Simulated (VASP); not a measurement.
Write the native input for VASP 6.6.1 that does the following.

```yaml
Task: single point
Functional: PBEsol
Potentials_or_basis: VASP PAW PBE potentials, release 64 (La, C)
Cutoff: 520 eV
k_mesh: 10 × 10 × 10
Occupations: gaussian, width 0.05 eV
Spin: no spin polarisation
Dipole_correction: no
Further_INCAR_settings: ALGO = Normal; EDIFF = 1e-06; NBANDS = 14
```

The structure of LaC lies in POSCAR:

```
LaC
1.0
    0.0000000000      2.6575904867      2.6575904867
    2.6575904867      0.0000000000      2.6575904867
    2.6575904867      2.6575904867      0.0000000000
La C
1 1
Direct
    0.5000000000      0.5000000000      0.5000000000
    0.0000000000      0.0000000000      0.0000000000
```

These files were run (other wordings do the same):

INCAR

```
PREC = Accurate ; ENCUT = 520
EDIFF = 1E-6 ; ISMEAR = 0
SIGMA = 0.05 ; LREAL = F
LASPH = T ; NELM = 80
ALGO = Normal ; ISIF = 2
LWAVE = F ; LCHARG = F
GGA = PS ; NBANDS = 14
```

KPOINTS

```
Automatic mesh
0
Gamma
  10 10 10
```

Potentials or basis: VASP PAW PBE potentials, release 64 (La, C).

Command:

```bash
$ cat potpaw_PBE.64/La/POTCAR potpaw_PBE.64/C/POTCAR > POTCAR
$ mpirun -np 1 vasp_std > vasp.out
```

It gave:

```
Pressure               : 1.7 GPa
Band gap on the k mesh : zero (an odd number of electrons rules out a gap without spin polarisation)
```

Caveat: the PAW data sets were made with another functional, which shifts forces and pressure a little; spin-orbit coupling is left out, which moves the levels of the heavy elements.

It took 62 s on 1 thread of Intel Xeon 8259CL (shared host), peak memory 0.18 GiB.
